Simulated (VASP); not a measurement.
# BeS (F-43m) in VASP: a series of runs

Aim: see how the results for BeS move with the level of theory and the settings. Levels: PBE, LDA, r2SCAN. Tasks: single point.

All numbers are computed with VASP 6.6.1; they aren't measurements. Logs are shortened: lines on timing, memory, paths and dates and some standing lists are left out, and cuts for length are marked.

### 1 The cell of the first run

Symmetry: F-43m, No. 216, cubic system. Conventional cell: a = 4.869 Å, b = 4.869 Å, c = 4.869 Å, α = 90.00°, β = 90.00°, γ = 90.00°. Be (site symmetry -43m) has 4 S at 2.11 Å within 2.8 Å. S (site symmetry -43m) has 4 Be at 2.11 Å within 2.8 Å.

### 2 Single point, PBE

INCAR reads:

```
ALGO     = Normal         # electronic algorithm
EDIFF    = 1E-6           # SCF threshold, eV
ENCUT    = 520            # plane-wave cutoff, eV
GGA      = PE             # functional
ISIF     = 2              # what is computed and relaxed
ISMEAR   = 0              # smearing method
LASPH    = T              # aspherical terms in the spheres
LCHARG   = F              # write CHGCAR
LREAL    = F              # projectors in reciprocal space
LWAVE    = F              # write WAVECAR
NBANDS   = 11             # bands
NELM     = 80             # most SCF steps
PREC     = Accurate       # precision mode
SIGMA    = 0.01           # smearing width, eV
```

KPOINTS reads:

```
k-points
0
Gamma
  4 4 4
```

POSCAR reads:

```
BeS
1.0
    0.0000000000      2.4343066380      2.4343066380
    2.4343066380      0.0000000000      2.4343066380
    2.4343066380      2.4343066380      0.0000000000
Be S
1 1
Direct
    0.0000000000      0.0000000000      0.0000000000
    0.2500000000      0.2500000000      0.2500000000
```

Potentials or basis: VASP PAW PBE potentials, release 64 (Be, S).

The run is started by

```
> cat potpaw_PBE.64/Be/POTCAR potpaw_PBE.64/S/POTCAR > POTCAR
> mpirun -np 1 vasp_std > vasp.out
```

OUTCAR:

```text
EDIFF = 1E-6
   ENCUT = 520
   GGA = PE
   ISIF = 2
   ISMEAR = 0
   LASPH = T
   LREAL = F
   NELM = 80
   PREC = Accurate

 ion  position               nearest neighbor table
   1  0.000  0.000  0.000-   2 2.11   2 2.11   2 2.11   2 2.11
   2  0.250  0.250  0.250-   1 2.11   1 2.11   1 2.11   1 2.11

  LATTYP: Found a face centered cubic cell.
 ALAT       =     4.8686132760

  Lattice vectors:

 A1 = (   0.0000000000,   2.4343066380,   2.4343066380)
 A2 = (   2.4343066380,   0.0000000000,   2.4343066380)
 A3 = (   2.4343066380,   2.4343066380,   0.0000000000)

Analysis of symmetry for initial positions (statically):
=====================================================================
 Subroutine PRICEL returns:
 Original cell was already a primitive cell.

 Routine SETGRP: Setting up the symmetry group for a
 face centered cubic supercell.

 Subroutine GETGRP returns: Found 24 space group operations
 (whereof 24 operations were pure point group operations)
 out of a pool of 48 trial point group operations.

The static configuration has the point symmetry T_d .

Analysis of symmetry for dynamics (positions and initial velocities):
=====================================================================
 Subroutine PRICEL returns:
 Original cell was already a primitive cell.

 Routine SETGRP: Setting up the symmetry group for a
 face centered cubic supercell.

 Subroutine GETGRP returns: Found 24 space group operations
 (whereof 24 operations were pure point group operations)
 out of a pool of 48 trial point group operations.

The dynamic configuration has the point symmetry T_d .

 Subroutine INISYM returns: Found 24 space group operations
 (whereof 24 operations are pure point group operations),
 and found     1 'primitive' translations

----------------------------------------------------------------------------------------

                                     Primitive cell

  volume of cell :      28.8507

  direct lattice vectors                    reciprocal lattice vectors
     0.000000000  2.434306638  2.434306638    -0.205397296  0.205397296  0.205397296
     2.434306638  0.000000000  2.434306638     0.205397296 -0.205397296  0.205397296
     2.434306638  2.434306638  0.000000000     0.205397296  0.205397296 -0.205397296

  length of vectors
     3.442629462  3.442629462  3.442629462     0.355758552  0.355758552  0.355758552

  position of ions in fractional coordinates (direct lattice)
     0.000000000  0.000000000  0.000000000
     0.250000000  0.250000000  0.250000000

  ion indices of the primitive-cell ions
   primitive index   ion index
                 1           1
                 2           2

----------------------------------------------------------------------------------------

 KPOINTS: k-points

Automatic generation of k-mesh.
 Grid dimensions read from file:
 generate k-points for:    4    4    4

 Generating k-lattice:

  Cartesian coordinates                     Fractional coordinates (reciprocal lattice)
    -0.051349324  0.051349324  0.051349324     0.250000000  0.000000000  0.000000000
     0.051349324 -0.051349324  0.051349324     0.000000000  0.250000000  0.000000000
     0.051349324  0.051349324 -0.051349324     0.000000000  0.000000000  0.250000000

  Length of vectors
     0.088939638  0.088939638  0.088939638

  Shift w.r.t. Gamma in fractional coordinates (k-lattice)
     0.000000000  0.000000000  0.000000000

 Subroutine IBZKPT returns following result:
 ===========================================

 Found      8 irreducible k-points:

 Following reciprocal coordinates:
            Coordinates               Weight
  0.000000  0.000000  0.000000      1.000000
  0.250000  0.000000  0.000000      8.000000
  0.500000  0.000000  0.000000      4.000000
  0.250000  0.250000  0.000000      6.000000
  0.500000  0.250000  0.000000     24.000000
 -0.250000  0.250000  0.000000     12.000000
  0.500000  0.500000  0.000000      3.000000
 -0.250000  0.500000  0.250000      6.000000
   k-points           NKPTS =      8   k-points in BZ     NKDIM =      8   number of bands    NBANDS=     11
   number of dos      NEDOS =    301   number of ions     NIONS =      2
   total plane-waves  NPLWV =  21952
   dimension x,y,z NGX =    28 NGY =   28 NGZ =   28
   dimension x,y,z NGXF=    56 NGYF=   56 NGZF=   56
   ions per type =               1   1
   NGX,Y,Z   is equivalent  to a cutoff of  13.52, 13.52, 13.52 a.u.
   NGXF,Y,Z  is equivalent  to a cutoff of  27.04, 27.04, 27.04 a.u.
 SYSTEM =  unknown system
   PREC   = accura    normal or accurate (medium, high low for compatibility)
   ISTART =      0    job   : 0-new  1-cont  2-samecut
   ICHARG =      2    charge: 1-file 2-atom 10-const
   ISPIN  =      1    spin polarized calculation?
   LNONCOLLINEAR =      F non collinear calculations
   LSORBIT =      F    spin-orbit coupling
   LASPH  =      T    aspherical Exc in radial PAW
   ENCUT  =  520.0 eV  38.22 Ry    6.18 a.u.   6.40  6.40  6.40*2*pi/ulx,y,z
   NELM   =     80;   NELMIN=  2; NELMDL= -5     # of ELM steps
   EDIFF  = 0.1E-05   stopping-criterion for ELM
   LREAL  =      F    real-space projection
[... 7 lines left out ...]
   TEBEG  =    0.0;   TEEND  =   0.0 temperature during run
   PSTRESS=    0.0 pullay stress
   NELECT =       8.0000    total number of electrons
   NUPDOWN=      -1.0000    fix difference up-down
   EMIN   =  10.00;   EMAX   =-10.00  energy-range for DOS
   EFERMI =   0.00;   METHOD = LEGACY
   ISMEAR =     0;   SIGMA  =   0.01  broadening in eV -4-tet -1-fermi 0-gaus
   EFERMI_NEDOS =   21; number of points for ismear=-14 and -15
   IALGO  =     38    algorithm
   IMIX   =      4    mixing-type and parameters
     AMIX     =   0.40;   BMIX     =  1.00
     AMIX_MAG =   1.60;   BMIX_MAG =  1.00
  volume/ion in A,a.u.               =      14.43        97.35
  Fermi-wavevector in a.u.,A,eV,Ry     =   1.067545  2.017368 15.505913  1.139652
  Thomas-Fermi vector in A             =   2.203165
   LORBIT       =      0    0 simple, 1 ext, 2 COOP (PROOUT), +10 PAW based schemes
   GGA     = PE    functional components
   LHFCALC =     F    Hartree Fock is set to
   AEXX    =    0.0000 exact exchange contribution
   IVDW    =     0    specifies the selected vdW correction
   LEPSILON=     F    determine dielectric tensor
   LRPA    =     F    only Hartree local field effects (RPA)
 non-spin polarized calculation
 Gauss-broadening in eV      SIGMA  =   0.01
  energy-cutoff  :      520.00
  volume of cell :       28.85
 maximum number of plane-waves:       784
 NGX is ok and might be reduce to    28
   NGX = 13   NGY = 13   NGZ = 13

 number of electron       7.9999999 magnetization

 Free energy of the ion-electron system (eV)
  ---------------------------------------------------
  ext. energy  EPLUGINS =         0.00000000
  ---------------------------------------------------
  free energy    TOTEN  =        -9.96368843 eV

  energy without entropy =       -9.96368843  energy(sigma->0) =       -9.96368843

 E-fermi :   4.1394     XC(G=0):  -9.6736

 val. band max:        4.0792280427   @ k =   0.0000   0.0000   0.0000
 cond. band min:       7.2024988168   @ k =   0.5000   0.5000   0.0000
 fundamental gap:      3.1232707742
 Fermi energy:         4.1394202500

 k-point     1 :       0.0000    0.0000    0.0000
  band No.  band energies     occupation
      1      -9.5385      2.00000
      2       4.0792      2.00000
      3       4.0792      2.00000
      4       4.0792      2.00000
      5       9.7390      0.00000
      6       9.7390      0.00000
      7       9.7390      0.00000
      8       9.8636      0.00000
      9      16.8594      0.00000
     10      16.8594      0.00000
     11      18.8487      0.00000

 k-point     2 :       0.2500    0.0000    0.0000
  band No.  band energies     occupation
      1      -8.8825      2.00000
      2       0.8070      2.00000
      3       3.4907      2.00000
      4       3.4907      2.00000
      5       9.5907      0.00000
      6      10.6313      0.00000
      7      10.6313      0.00000
      8      13.2613      0.00000
      9      15.9377      0.00000
     10      15.9377      0.00000
     11      18.2731      0.00000

 k-point     3 :       0.5000    0.0000    0.0000
  band No.  band energies     occupation
      1      -7.9562      2.00000
      2      -1.6433      2.00000
      3       3.0583      2.00000
      4       3.0583      2.00000
      5       9.5065      0.00000
      6      10.6305      0.00000
      7      10.6305      0.00000
      8      15.2250      0.00000
      9      18.9565      0.00000
     10      18.9565      0.00000
     11      19.1599      0.00000

 k-point     4 :       0.2500    0.2500    0.0000
  band No.  band energies     occupation
      1      -8.6643      2.00000
      2       1.3609      2.00000
      3       2.4895      2.00000
      4       2.4895      2.00000
      5       8.5248      0.00000
      6      10.6629      0.00000
      7      12.7482      0.00000
      8      12.7482      0.00000
      9      15.1938      0.00000
     10      18.1534      0.00000
     11      20.9276      0.00000

 k-point     5 :       0.5000    0.2500    0.0000
  band No.  band energies     occupation
      1      -7.7237      2.00000
      2      -0.7647      2.00000
      3       1.2036      2.00000
      4       2.1430      2.00000
      5       8.8136      0.00000
      6      11.8295      0.00000
      7      13.2011      0.00000
      8      13.2566      0.00000
      9      17.8074      0.00000
     10      19.0798      0.00000
     11      20.3065      0.00000

 k-point     6 :      -0.2500    0.2500    0.0000
  band No.  band energies     occupation
      1      -8.0453      2.00000
      2      -0.2931      2.00000
      3       1.0227      2.00000
      4       2.9785      2.00000
      5       9.9303      0.00000
      6      11.8973      0.00000
      7      12.3967      0.00000
      8      13.1837      0.00000
      9      15.0771      0.00000
     10      17.7079      0.00000
     11      20.6948      0.00000

 k-point     7 :       0.5000    0.5000    0.0000
  band No.  band energies     occupation
      1      -7.4232      2.00000
      2      -0.8894      2.00000
      3       1.4724      2.00000
      4       1.4724      2.00000
      5       7.2025      0.00000
      6       8.9936      0.00000
      7      16.7599      0.00000
      8      16.7599      0.00000
      9      19.4865      0.00000
     10      20.4043      0.00000
     11      20.9075      0.00000

 k-point     8 :      -0.2500    0.5000    0.2500
  band No.  band energies     occupation
      1      -7.3701      2.00000
      2      -0.1385      2.00000
      3       0.2648      2.00000
      4       0.7805      2.00000
      5      10.5347      0.00000
      6      12.1777      0.00000
      7      12.4654      0.00000
      8      12.8688      0.00000
      9      18.3810      0.00000
     10      18.3867      0.00000
     11      21.0723      0.00000

------------------------ aborting loop because EDIFF is reached ----------------------------------------

  FORCE on cell =-STRESS in cart. coord.  units (eV):
  Direction    XX          YY          ZZ          XY          YZ          ZX
  --------------------------------------------------------------------------------------
  -------------------------------------------------------------------------------------
  Total        0.1760326      0.1760326      0.1760326      0.0000000     -0.0000000      0.0000000
  in kB        9.7757000      9.7757000      9.7757000      0.0000000     -0.0000000      0.0000000
  external PRESSURE =       9.7757000 kB  Pullay stress =       0.0000000 kB

 VOLUME and BASIS-vectors are now :
 -----------------------------------------------------------------------------
  energy-cutoff  :      520.00
  volume of cell :       28.85
      direct lattice vectors                 reciprocal lattice vectors
     0.000000000  2.434306638  2.434306638    -0.205397296  0.205397296  0.205397296
     2.434306638  0.000000000  2.434306638     0.205397296 -0.205397296  0.205397296
     2.434306638  2.434306638  0.000000000     0.205397296  0.205397296 -0.205397296

 POSITION                                       TOTAL-FORCE (eV/Angst)
 -----------------------------------------------------------------------------------
      0.00000      0.00000      0.00000         0.000000      0.000000      0.000000
      1.21715      1.21715      1.21715        -0.000000     -0.000000     -0.000000
 -----------------------------------------------------------------------------------
    total drift:                                0.000000      0.000000      0.000000

  FREE ENERGIE OF THE ION-ELECTRON SYSTEM (eV)
  ---------------------------------------------------
  free  energy   TOTEN  =        -9.9636884338 eV

  energy  without entropy=       -9.9636884338  energy(sigma->0) =       -9.96368843
```

Run time: 2.9 s. Hardware: 1 thread of Intel Xeon 6975P-C, shared host; peak memory 0.14 GiB.

What came out:

```
Free energy            : -9.9637 eV
Pressure               : 1.0 GPa
Band gap on the k mesh : 3.12 eV, indirect (least direct gap 5.66 eV)
```

Levels at points of the mesh, in eV from the valence-band top:
| k point | band 1 | band 2 | band 3 | band 4 | band 5 | band 6 | band 7 | band 8 |
| --- | --- | --- | --- | --- | --- | --- | --- | --- |
| (0.00, 0.00, 0.00) | -13.62 | 0.00 | 0.00 | 0.00 | 5.66 | 5.66 | 5.66 | 5.78 |
| (0.50, 0.00, 0.00) | -12.04 | -5.72 | -1.02 | -1.02 | 5.43 | 6.55 | 6.55 | 11.15 |
| (0.50, 0.50, 0.00) | -11.50 | -4.97 | -2.61 | -2.61 | 3.12 | 4.91 | 12.68 | 12.68 |

Caveat: the k points lie up to 0.56 Å⁻¹ apart.

### 3 Single point, PBE

INCAR reads:

```
SYSTEM = BeS
ALGO = Normal
EDIFF = 1E-6
ENCUT = 520
GGA = PE
ISIF = 2
ISMEAR = 0
LASPH = .TRUE.
LCHARG = .TRUE.
LELF = .TRUE.
LREAL = .FALSE.
LVHAR = .TRUE.
LWAVE = .FALSE.
NBANDS = 11
NELM = 100
PREC = Accurate
SIGMA = 0.01
```

KPOINTS reads:

```
k-points
0
G
  4 4 4
  0 0 0
```

POSCAR is that of step 2.

Potentials or basis: VASP PAW PBE potentials, release 64 (Be, S).

The run is started by

```
> cat potpaw_PBE.64/Be/POTCAR potpaw_PBE.64/S/POTCAR > POTCAR
> mpirun -np 1 vasp_std > vasp.out
```

It took 3.4 s on 1 thread of Intel Xeon 6975P-C, shared host; peak memory 0.14 GiB.

Results (log left out):

- Free energy: -9.9637 eV
- Pressure: 1.0 GPa
- Band gap on the k mesh: 3.12 eV, indirect (least direct gap 5.66 eV)

Levels at points of the mesh, in eV from the valence-band top:
```csv
k point,band 1,band 2,band 3,band 4,band 5,band 6,band 7,band 8,band 9
"(0.00, 0.00, 0.00)",-13.62,0.00,0.00,0.00,5.66,5.66,5.66,5.78,12.78
"(0.50, 0.00, 0.00)",-12.04,-5.72,-1.02,-1.02,5.43,6.55,6.55,11.15,14.88
"(0.50, 0.50, 0.00)",-11.50,-4.97,-2.61,-2.61,3.12,4.91,12.68,12.68,15.41
```

Caveat: the k points lie up to 0.56 Å⁻¹ apart. A k mesh can miss the band edges.

### 4 Single point, LDA

INCAR reads:

```
SYSTEM = BeS
  ALGO = Normal
  EDIFF = 1E-6
  ENCUT = 520
  ISIF = 2
  ISMEAR = 0
  LASPH = .True.
  LCHARG = .False.
  LREAL = .False.
  LWAVE = .False.
  NBANDS = 11
  NELM = 60
  PREC = Accurate
  SIGMA = 0.01
```

KPOINTS reads:

```
k-points
0
Gamma
  4 4 4
  0 0 0
```

POSCAR is that of step 3.

Potentials or basis: VASP PAW LDA potentials, release 64 (Be, S).

The run is started by

```
> cat potpaw_LDA.64/Be/POTCAR potpaw_LDA.64/S/POTCAR > POTCAR
> mpirun -np 1 vasp_std > vasp.out
```

Wall time 2.5 s (1 thread of Intel Xeon 6975P-C, shared host); peak memory 0.13 GiB.

It converged, with:

| Quantity | Value |
| --- | --- |
| Free energy | -11.0735 eV |
| Pressure | -3.7 GPa |
| Band gap on the k mesh | 2.91 eV, indirect (least direct gap 5.53 eV) |

Levels at points of the mesh, in eV from the valence-band top:
```tsv
k point	band 1	band 2	band 3	band 4	band 5	band 6	band 7	band 8
(0.00, 0.00, 0.00)	-13.58	0.00	0.00	0.00	5.53	5.53	5.53	5.57
(0.50, 0.00, 0.00)	-11.98	-5.78	-1.03	-1.03	5.30	6.42	6.42	10.85
(0.50, 0.50, 0.00)	-11.44	-4.99	-2.64	-2.64	2.91	4.79	12.51	12.51
```

Caveat: the k points lie up to 0.56 Å⁻¹ apart.

(Continued in part 2 of 2.)
